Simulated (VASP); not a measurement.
# Cd (I4_1/amd) in VASP: single point with PBE

Aim: the single point of Cd with PBE.

Everything below comes from runs of VASP 6.6.1. Logs are shortened: lines on timing, memory, paths and dates and some standing lists are left out, and cuts for length are marked.

### Step 1. The cell of the first run

It takes space group I4_1/amd (No. 141, tetragonal). Conventional cell: a = 5.066 Å, b = 5.066 Å, c = 2.601 Å, α = 90.00°, β = 90.00°, γ = 90.00°. Within 3.4 Å of Cd (site symmetry -4m2) lie 10 Cd at 2.60 to 3.20 Å.

### Step 2. Single point, PBE

Input file INCAR:

```
PREC = Accurate
ENCUT = 520
EDIFF = 1E-6
ISMEAR = -1
SIGMA = 0.1
LREAL = False
LASPH = True
NELM = 100
ALGO = Normal
ISIF = 2
LWAVE = False
LCHARG = False
GGA = PE
NBANDS = 19
```

Input file KPOINTS:

```
regular mesh
0
Gamma
  16 16 16
```

Input file POSCAR:

```
Cd
1.0
   -2.5331822904      2.5331822904      1.3003684839
    2.5331822904     -2.5331822904      1.3003684839
    2.5331822904      2.5331822904     -1.3003684839
Cd
2
Direct
   -0.3750000000     -0.1250000000     -0.2500000000
    0.3750000000      0.1250000000      0.2500000000
```

Potentials or basis: VASP PAW PBE potentials, release 64 (Cd).

Run with:

```bash
> cat potpaw_PBE.64/Cd/POTCAR > POTCAR
> mpirun -np 1 vasp_std > vasp.out
```

OUTCAR:

```text
PREC = Accurate
   ENCUT = 520
   EDIFF = 1E-6
   ISMEAR = -1
   LREAL = False
   LASPH = True
   NELM = 100
   ISIF = 2
   GGA = PE

 ion  position               nearest neighbor table
   1  0.625  0.875  0.750-   2 2.62   2 2.62   2 2.62   2 2.62   2 3.20   2 3.20   2 3.20   2 3.20

   2  0.375  0.125  0.250-   1 2.62   1 2.62   1 2.62   1 2.62   1 3.20   1 3.20   1 3.20   1 3.20

  LATTYP: Found a body centered tetragonal cell.
 ALAT       =     5.0663645808
 C/A-ratio  =     0.5133339550

  Lattice vectors:

 A1 = (  -2.5331822904,   2.5331822904,   1.3003684839)
 A2 = (   2.5331822904,  -2.5331822904,   1.3003684839)
 A3 = (   2.5331822904,   2.5331822904,  -1.3003684839)

Analysis of symmetry for initial positions (statically):
=====================================================================
 Subroutine PRICEL returns:
 Original cell was already a primitive cell.

 Routine SETGRP: Setting up the symmetry group for a
 body centered tetragonal supercell.

 Subroutine GETGRP returns: Found 16 space group operations
 (whereof  4 operations were pure point group operations)
 out of a pool of 16 trial point group operations.

The static configuration has the point symmetry C_2h.
 The point group associated with its full space group is D_4h.

Analysis of symmetry for dynamics (positions and initial velocities):
=====================================================================
 Subroutine PRICEL returns:
 Original cell was already a primitive cell.

 Routine SETGRP: Setting up the symmetry group for a
 body centered tetragonal supercell.

 Subroutine GETGRP returns: Found 16 space group operations
 (whereof  4 operations were pure point group operations)
 out of a pool of 16 trial point group operations.

The dynamic configuration has the point symmetry C_2h.
 The point group associated with its full space group is D_4h.

 Subroutine INISYM returns: Found 16 space group operations
 (whereof  4 operations are pure point group operations),
 and found     1 'primitive' translations

----------------------------------------------------------------------------------------

                                     Primitive cell

  volume of cell :      33.3779

  direct lattice vectors                    reciprocal lattice vectors
[... 75 lines left out ...]
   NGX,Y,Z   is equivalent  to a cutoff of  12.21, 12.21, 12.21 a.u.
   NGXF,Y,Z  is equivalent  to a cutoff of  24.43, 24.43, 24.43 a.u.
 SYSTEM =  unknown system
   PREC   = accura    normal or accurate (medium, high low for compatibility)
   ISTART =      0    job   : 0-new  1-cont  2-samecut
   ICHARG =      2    charge: 1-file 2-atom 10-const
   ISPIN  =      1    spin polarized calculation?
   LNONCOLLINEAR =      F non collinear calculations
   LSORBIT =      F    spin-orbit coupling
   LASPH  =      T    aspherical Exc in radial PAW
   ENCUT  =  520.0 eV  38.22 Ry    6.18 a.u.   7.09  7.09  7.09*2*pi/ulx,y,z
   NELM   =    100;   NELMIN=  2; NELMDL= -5     # of ELM steps
   EDIFF  = 0.1E-05   stopping-criterion for ELM
   LREAL  =      F    real-space projection
   EDIFFG = 0.1E-04   stopping-criterion for IOM
   NSW    =      0    number of steps for IOM
   IBRION =     -1    ionic relax: 0-MD 1-quasi-New 2-CG
   NFREE  =      0    steps in history (QN), initial steepest desc. (CG)
   ISIF   =      2    stress and relaxation
   ISYM   =      2    0-nonsym 1-usesym 2-fastsym
   POTIM  = 0.5000    time-step for ionic-motion
   TEBEG  =    0.0;   TEEND  =   0.0 temperature during run
   PSTRESS=    0.0 pullay stress
   NELECT =      24.0000    total number of electrons
   NUPDOWN=      -1.0000    fix difference up-down
   EMIN   =  10.00;   EMAX   =-10.00  energy-range for DOS
   EFERMI =   0.00;   METHOD = LEGACY
   ISMEAR =    -1;   SIGMA  =   0.10  broadening in eV -4-tet -1-fermi 0-gaus
   EFERMI_NEDOS =   21; number of points for ismear=-14 and -15
   IALGO  =     38    algorithm
   IMIX   =      4    mixing-type and parameters
     AMIX     =   0.40;   BMIX     =  1.00
     AMIX_MAG =   1.60;   BMIX_MAG =  1.00
  volume/ion in A,a.u.               =      16.69       112.62
  Fermi-wavevector in a.u.,A,eV,Ry     =   1.466647  2.771560 29.266842  2.151052
  Thomas-Fermi vector in A             =   2.582359
   LORBIT       =      0    0 simple, 1 ext, 2 COOP (PROOUT), +10 PAW based schemes
   GGA     = PE    functional components
   LHFCALC =     F    Hartree Fock is set to
   AEXX    =    0.0000 exact exchange contribution
   IVDW    =     0    specifies the selected vdW correction
   LEPSILON=     F    determine dielectric tensor
   LRPA    =     F    only Hartree local field effects (RPA)
 non-spin polarized calculation
  energy-cutoff  :      520.00
  volume of cell :       33.38
 maximum number of plane-waves:       926
   NGX = 15   NGY = 15   NGZ = 15

 number of electron      23.9999984 magnetization

 Free energy of the ion-electron system (eV)
  ---------------------------------------------------
  ext. energy  EPLUGINS =         0.00000000
  ---------------------------------------------------
  free energy    TOTEN  =         0.47086480 eV

  energy without entropy =        0.49354455  energy(sigma->0) =        0.48220467

 E-fermi :   5.2900     XC(G=0): -12.4271

 val. band max:        5.2890827872   @ k =   0.2500   0.2500   0.1250
 cond. band min:       5.2909635087   @ k =  -0.1250   0.3750   0.1250
 fundamental gap:      0.0018807214
 Fermi energy:         5.2899640098

 k-point     1 :       0.0000    0.0000    0.0000
  band No.  band energies     occupation
      1      -6.3417      2.00000
      2      -6.3204      2.00000
      3      -6.1053      2.00000
      4      -6.1012      2.00000
      5      -5.8265      2.00000
      6      -4.0469      2.00000
[... 505 lines left out ...]
      6      -4.0553      2.00000
[... 11 lines left out ...]
     18      22.9724      0.00000
     19      23.2204      0.00000

 [... further k-points ...]
[... 5 lines left out ...]
  --------------------------------------------------------------------------------------
  -------------------------------------------------------------------------------------
  Total       10.3324894     10.3324894     10.3946119      0.0000000      0.0000000     -0.0000000
  in kB      495.9709463    495.9709463    498.9528954      0.0000000      0.0000000     -0.0000000
  external PRESSURE =     496.9649293 kB  Pullay stress =       0.0000000 kB

 VOLUME and BASIS-vectors are now :
 -----------------------------------------------------------------------------
  energy-cutoff  :      520.00
  volume of cell :       33.38
      direct lattice vectors                 reciprocal lattice vectors
    -2.533182290  2.533182290  1.300368484     0.000000000  0.197380189  0.384506397
     2.533182290 -2.533182290  1.300368484     0.197380189  0.000000000  0.384506397
     2.533182290  2.533182290 -1.300368484     0.197380189  0.197380189  0.000000000

 POSITION                                       TOTAL-FORCE (eV/Angst)
 -----------------------------------------------------------------------------------
      2.53318      1.26659      0.97528        -0.000000      0.000000     -0.000000
      0.00000      1.26659      0.32509         0.000000     -0.000000      0.000000
 -----------------------------------------------------------------------------------
    total drift:                                0.000000      0.000000     -0.000000

  FREE ENERGIE OF THE ION-ELECTRON SYSTEM (eV)
  ---------------------------------------------------
  free  energy   TOTEN  =         0.4708647993 eV

  energy  without entropy=        0.4935445492  energy(sigma->0) =        0.48220467
```

OSZICAR:

```text
N       E                     dE             d eps       ncg     rms          rms(c)
DAV:   1     0.186749385151E+03    0.18675E+03   -0.13595E+04 13278   0.134E+03
DAV:   2     0.423738964884E+01   -0.18251E+03   -0.17653E+03 13741   0.351E+02
DAV:   3     0.285533186347E+00   -0.39519E+01   -0.39437E+01 15316   0.598E+01
DAV:   4     0.278114913491E+00   -0.74183E-02   -0.74177E-02 14357   0.242E+00
DAV:   5     0.278094547877E+00   -0.20366E-04   -0.20366E-04 14682   0.123E-01    0.106E+01
DAV:   6     0.443744880378E+00    0.16565E+00   -0.28770E-01 14591   0.730E+00    0.714E+00
DAV:   7     0.468699934251E+00    0.24955E-01   -0.51703E-02 14978   0.262E+00    0.187E+00
DAV:   8     0.470904915996E+00    0.22050E-02   -0.85918E-03 13785   0.126E+00    0.127E-01
DAV:   9     0.470889891518E+00   -0.15024E-04   -0.26229E-05 14924   0.467E-02    0.562E-02
DAV:  10     0.470864790434E+00   -0.25101E-04   -0.15904E-05 14345   0.372E-02    0.600E-03
DAV:  11     0.470864799347E+00    0.89126E-08   -0.57051E-07  7963   0.102E-02
   1 F= 0.47086480E+00 E0= 0.48220467E+00  d E =-.226797E-01
```

Wall time 68 s (1 thread of Intel Xeon 6975P-C (Granite Rapids), shared host); peak memory 0.29 GiB.

What came out:

```yaml
Free_energy: 0.4709 eV
Pressure: 49.7 GPa
Band_gap_on_the_k_mesh: zero (band 12 reaches 9.84 eV, above the bottom of band 13 at 2.96 eV)
```

Stress tensor (GPa, compression positive):
```
49.60  0.00  0.00
 0.00 49.60  0.00
 0.00  0.00 49.90
```

Levels at points of the mesh, in eV from the Fermi level:
```csv
k point,band 10,band 11,band 12,band 13,band 14,band 15
"(0.00, 0.00, 0.00)",-8.86,-8.27,0.80,0.80,5.10,6.85
"(0.50, 0.00, 0.00)",-8.49,-3.09,-1.03,2.27,3.20,5.64
"(0.50, 0.50, 0.00)",-9.05,-7.24,-7.24,5.72,5.72,7.63
"(0.50, 0.50, 0.50)",-9.25,-4.38,-4.38,-2.33,-2.33,14.10
```
